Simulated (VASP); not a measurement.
# AlRu (rocksalt type) (Fm-3m) in VASP: a series of runs, part 2 of 2

VASP 6.6.1. Earlier steps stand in the parts before.

## 3. Relaxation of cell and atoms, PBE, target pressure 12 GPa, at which the enthalpy is minimised

Contents of INCAR:

```
PREC     = Accurate       # precision mode
ENCUT    = 600            # plane-wave cutoff, eV
EDIFF    = 1E-6           # SCF threshold, eV
ISMEAR   = -1             # smearing method
SIGMA    = 0.1            # smearing width, eV
LREAL    = False          # projectors in reciprocal space
LASPH    = True           # aspherical terms in the spheres
NELM     = 60             # most SCF steps
ALGO     = Normal         # electronic algorithm
ISIF     = 3              # what is computed and relaxed
LWAVE    = False          # write WAVECAR
LCHARG   = False          # write CHGCAR
GGA      = PE             # functional
IBRION   = 2              # ionic algorithm
NSW      = 32             # ionic steps
EDIFFG   = -0.005         # ionic threshold
PSTRESS  = 120.0
```

Contents of KPOINTS:

```
regular mesh
0
Gamma
  13 13 13
```

Contents of POSCAR:

```
AlRu
1.0
    0.0000000000      2.4332629962      2.4332629962
    2.4332629962      0.0000000000      2.4332629962
    2.4332629962      2.4332629962      0.0000000000
Ru Al
1 1
Direct
    0.0000000000      0.0000000000      0.0000000000
    0.5000000000      0.5000000000      0.5000000000
```

Potentials or basis: VASP PAW PBE potentials, release 64 (Ru_pv, Al).

Run with:

```
$ cat potpaw_PBE.64/Ru_pv/POTCAR potpaw_PBE.64/Al/POTCAR > POTCAR
$ mpirun -np 1 vasp_std > vasp.out
```

OUTCAR:

```text
PREC = Accurate
   ENCUT = 600
   EDIFF = 1E-6
   ISMEAR = -1
   LREAL = False
   LASPH = True
   NELM = 60
   ISIF = 3
   GGA = PE
   IBRION = 2
   NSW = 32
   EDIFFG = -0.005
   PSTRESS = 120.0

 ion  position               nearest neighbor table
   1  0.000  0.000  0.000-   2 2.43   2 2.43   2 2.43   2 2.43   2 2.43   2 2.43
   2  0.500  0.500  0.500-   1 2.43   1 2.43   1 2.43   1 2.43   1 2.43   1 2.43

  LATTYP: Found a face centered cubic cell.
 ALAT       =     4.8665259924

  Lattice vectors:

 A1 = (   0.0000000000,   2.4332629962,   2.4332629962)
 A2 = (   2.4332629962,   0.0000000000,   2.4332629962)
 A3 = (   2.4332629962,   2.4332629962,   0.0000000000)

Analysis of symmetry for initial positions (statically):
[... 257 lines left out ...]
  energy without entropy =      -12.57751465  energy(sigma->0) =      -12.60796231

 E-fermi :   9.9834     XC(G=0): -12.0896

 val. band max:        9.9833741820   @ k =   0.4615   0.4615   0.0000
 cond. band min:       9.9865263932   @ k =  -0.4615   0.4615   0.0769
 fundamental gap:      0.0031522112
 Fermi energy:         9.9834096990

 k-point     1 :       0.0000    0.0000    0.0000
  band No.  band energies     occupation
      1     -31.9237      2.00000
      2     -31.9237      2.00000
      3     -31.9237      2.00000
      4       0.5600      2.00000
      5       7.7435      2.00000
      6       7.7435      2.00000
      7       7.7435      2.00000
      8       8.1096      2.00000
      9       8.1096      2.00000
     10      16.9173      0.00000
     11      16.9173      0.00000
     12      16.9173      0.00000
[... 331 lines left out ...]
 k-point    24 :       0.4615    0.1538    0.0000
  band No.  band energies     occupation
      1     -32.0037      2.00000
      2     -31.9477      2.00000
      3     -31.9429      2.00000
      4       3.9495      2.00000
      5       5.7811      2.00000
      6       6.8771      2.00000
      7       7.3199      2.00000
      8       9.5331      1.97809
      9       9.6316      1.94238
     10      11.7358      0.00000
     11      16.4360      0.00000
     12      16.9488      0.00000

 [... further k-points ...]
[... 5 lines left out ...]
  --------------------------------------------------------------------------------------
  -------------------------------------------------------------------------------------
  Total        2.1593274      2.1593274      2.1593274     -0.0000000      0.0000000     -0.0000000
  in kB      120.0320574    120.0320574    120.0320574     -0.0000000      0.0000000     -0.0000000
  external PRESSURE =       0.0320574 kB  Pullay stress =     120.0000000 kB
[... 21 lines left out ...]
  energy  without entropy=      -12.5775146476  energy(sigma->0) =      -12.60796231

  enthalpy is  TOTEN    =       -10.4796592621 eV   P V=        2.1587507174

 reached required accuracy - stopping structural energy minimisation
```

OSZICAR:

```text
N       E                     dE             d eps       ncg     rms          rms(c)
DAV:   1     0.124594217845E+03    0.12459E+03   -0.10010E+04  2032   0.146E+03
DAV:   2    -0.102190674462E+02   -0.13481E+03   -0.12912E+03  2208   0.363E+02
DAV:   3    -0.128695030916E+02   -0.26504E+01   -0.25925E+01  2340   0.518E+01
[... 18 lines left out ...]
DAV:   1    -0.126385149587E+02    0.10698E-02   -0.15982E-03  2080   0.560E-01    0.934E-02
DAV:   2    -0.126384179802E+02    0.96979E-04   -0.66346E-04  2084   0.297E-01    0.363E-02
DAV:   3    -0.126384088767E+02    0.91034E-05   -0.36098E-05  2064   0.689E-02    0.854E-03
DAV:   4    -0.126384098996E+02   -0.10229E-05   -0.27523E-06  2132   0.119E-02    0.152E-03
DAV:   5    -0.126384099794E+02   -0.79784E-07   -0.94320E-08  1056   0.343E-03
   3 F= -.10479659E+02 E0= -.10449212E+02  d E =-.115235E-05
```

It took 38 s on 1 thread of Intel Xeon 6975P-C, shared host; peak memory 0.19 GiB.

What came out:

* Free energy: -12.6384 eV
* Relaxed volume: 14.41 Å³/atom
* Relaxed cell: a = 3.442 Å, b = 3.442 Å, c = 3.442 Å, α = 60.00°, β = 60.00°, γ = 60.00°
* Space group after relaxing (to 0.05 Å): Fm-3m (No. 225)
* Energy change on relaxing (the enthalpy is what falls): -0.3 meV/atom
* Ionic steps: 3
* Pressure after relaxing: 12.0 GPa

The path:
| step | energy change (eV) | largest force (eV/Å) | pressure (GPa) | volume (Å³) |
| --- | --- | --- | --- | --- |
| 1 | 0.0000 | 0.0000 | 12.07 | 28.81 |
| 2 | -0.0018 | 0.0000 | 11.88 | 28.84 |
| 3 | -0.0007 | 0.0000 | 12.00 | 28.82 |

Final structure:
```
CELL_PARAMETERS angstrom
0.00000 2.43351 2.43351
2.43351 0.00000 2.43351
2.43351 2.43351 0.00000
ATOMIC_POSITIONS crystal
Ru 0.00000 0.00000 0.00000
Al 0.50000 0.50000 0.50000
```

Levels at points of the mesh, in eV from the Fermi level:
```tsv
k point	band 7	band 8	band 9	band 10	band 11	band 12
(0.00, 0.00, 0.00)	-2.24	-1.87	-1.87	6.93	6.93	6.93
```

Caveat: the cell is relaxed towards a set pressure, so the enthalpy falls and the energy may rise.

## 4. Relaxation of cell and atoms, PBE

This run uses another cell than the first one, of 16.31 Å³/atom, 1.132 times its volume.

Contents of INCAR:

```
PREC = Accurate ; ENCUT = 600
EDIFF = 1E-6 ; ISMEAR = -1
SIGMA = 0.1 ; LREAL = F
LASPH = T ; NELM = 60
ALGO = Normal ; ISIF = 3
LWAVE = F ; LCHARG = F
GGA = PE ; IBRION = 2
NSW = 60 ; EDIFFG = -0.005
```

Contents of KPOINTS:

```
regular mesh
0
Gamma
  14 14 14
```

Contents of POSCAR:

```
AlRu
1.0
    0.0000000000      2.5359338295      2.5359338295
    2.5359338295      0.0000000000      2.5359338295
    2.5359338295      2.5359338295      0.0000000000
Ru Al
1 1
Direct
    0.0000000000      0.0000000000      0.0000000000
    0.5000000000      0.5000000000      0.5000000000
```

Run with:

```
$ cat potpaw_PBE.64/Ru_pv/POTCAR potpaw_PBE.64/Al/POTCAR > POTCAR
$ mpirun -np 1 vasp_std > vasp.out
```

It took 2.5 min on 1 thread of Intel Xeon 6975P-C, shared host; peak memory 0.22 GiB.

It converged, with:

* Free energy: -12.7152 eV
* Relaxed volume: 15.49 Å³/atom
* Relaxed cell: a = 3.525 Å, b = 3.525 Å, c = 3.525 Å, α = 60.00°, β = 60.00°, γ = 60.00°
* Space group after relaxing (to 0.05 Å): Fm-3m (No. 225)
* Energy gained by relaxing: 17.6 meV/atom
* Ionic steps: 6
* Pressure after relaxing: 0.0 GPa

Step by step:
| step | energy change (eV) | largest force (eV/Å) | pressure (GPa) | volume (Å³) |
| --- | --- | --- | --- | --- |
| 1 | 0.0000 | 0.0000 | -6.58 | 32.62 |
| 2 | -0.0035 | 0.0000 | 7.45 | 29.56 |
| 3 | -0.0352 | 0.0000 | -0.05 | 30.99 |
| 4 | -0.0352 | 0.0000 | 0.11 | 30.96 |
| 5 | -0.0352 | 0.0000 | -0.13 | 31.00 |
| 6 | -0.0352 | 0.0000 | 0.01 | 30.98 |

Final structure:
```yaml
crystal:
  lattice:
    - [0.00000, 2.49280, 2.49280]
    - [2.49280, 0.00000, 2.49280]
    - [2.49280, 2.49280, 0.00000]
  atoms:
    - { symbol: Ru, position: [0.00000, 0.00000, 0.00000] }
    - { symbol: Al, position: [0.50000, 0.50000, 0.50000] }
```

Levels at points of the mesh, in eV from the Fermi level:
```tsv
k point	band 5	band 6	band 7	band 8	band 9	band 10	band 11	band 12
(0.00, 0.00, 0.00)	-1.98	-1.98	-1.98	-1.68	-1.68	6.55	6.55	6.55
(0.50, 0.00, 0.00)	-4.51	-2.79	-2.79	-0.32	-0.32	1.27	7.33	7.93
(0.50, 0.50, 0.00)	-3.42	-2.43	-0.95	0.08	0.08	2.16	2.41	2.41
```
